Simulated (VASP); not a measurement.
Set up this calculation in VASP 6.6.1, as the native input.

```
Task                   : single point
Functional             : LDA
Potentials or basis    : VASP PAW LDA potentials, release 64 (Ti_sv, Zn)
Cutoff                 : 520 eV
k mesh                 : 9 × 9 × 9
Occupations            : fermi-dirac, width 0.05 eV
Spin                   : no spin polarisation
Dipole correction      : no
Further INCAR settings : ALGO = Normal; EDIFF = 1e-07; NBANDS = 32
```

The structure of TiZn3 lies in POSCAR:

```
TiZn3
1.0
    3.9322000000      0.0393220000      0.0393220000
    0.0393220000      3.9322000000      0.0393220000
    0.0393220000      0.0393220000      3.9322000000
Ti Zn
1 3
Direct
    0.0000000000      0.0000000000      0.0000000000
    0.0000000000      0.5000000000      0.5000000000
    0.5000000000      0.0000000000      0.5000000000
    0.5000000000      0.5000000000      0.0000000000
```

This cell differs from its parent crystal: equal xy, yz and zx shear strains of +2 %.

One way to write it, as run:

INCAR

```
ALGO = Normal ; EDIFF = 1E-7
ENCUT = 520 ; GGA = CA
ISIF = 2 ; ISMEAR = -1
LASPH = True ; LCHARG = False
LREAL = False ; LWAVE = False
NBANDS = 32 ; NELM = 60
PREC = Accurate ; SIGMA = 0.05
```

KPOINTS

```
k-points
0
Gamma
  9 9 9
```

Potentials or basis: VASP PAW LDA potentials, release 64 (Ti_sv, Zn).

Run with:

```bash
$ cat potpaw_LDA.64/Ti_sv/POTCAR potpaw_LDA.64/Zn/POTCAR > POTCAR
$ mpirun -np 1 vasp_std > vasp.out
```

It gave:

```
Pressure               : -9.3 GPa
Band gap on the k mesh : zero (bands 24 and 25 overlap by 1.79 eV)
```

Caveat: the cell differs from its parent crystal (equal xy, yz and zx shear strains of +2 %); the cell stands under tension.

Run time: 4.3 min on 1 thread of Oxide Virtual Turin-like Processor (shared host), peak memory 0.22 GiB.
